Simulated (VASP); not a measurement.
Input of a VASP 6.6.1 run:

Contents of INCAR:

```
SYSTEM = TaS2
ALGO = Normal
EDIFF = 1E-8
ENCUT = 400
GGA_COMPAT = .FALSE.
ISIF = 2
ISMEAR = -1
LASPH = .TRUE.
LCHARG = .FALSE.
LEFG = .TRUE.
LREAL = .FALSE.
LWAVE = .FALSE.
NBANDS = 18
NELM = 120
PREC = Accurate
SIGMA = 0.03
```

The input KPOINTS:

```
k-points
0
G
  9 9 5
  0 0 0
```

File POSCAR:

```
TaS2
1.0
    3.3500021206      0.0000000000      0.0000000000
   -1.6750010603      2.9011869392      0.0000000000
    0.0000000000      0.0000000000      5.8600000000
Ta S
1 2
Direct
    0.0000000000      0.0000000000      0.0000000000
    0.3333333333      0.6666666667      0.2500000000
    0.6666666667      0.3333333333      0.7500000000
```

Potentials or basis: VASP PAW LDA potentials, release 64 (Ta_pv, S).

The run is started by

```console
$ cat potpaw_LDA.64/Ta_pv/POTCAR potpaw_LDA.64/S/POTCAR > POTCAR
$ mpirun -np 1 vasp_std > vasp.out
```

(1) Predict the largest force.

(2) Predict the pressure.

Answers

(1) 0.831 eV/Å.

(2) 1.7 GPa.

Caveat: without QUAD_EFG the Cq values of the log hold for a quadrupole moment of 1 mb, not for the nuclei.
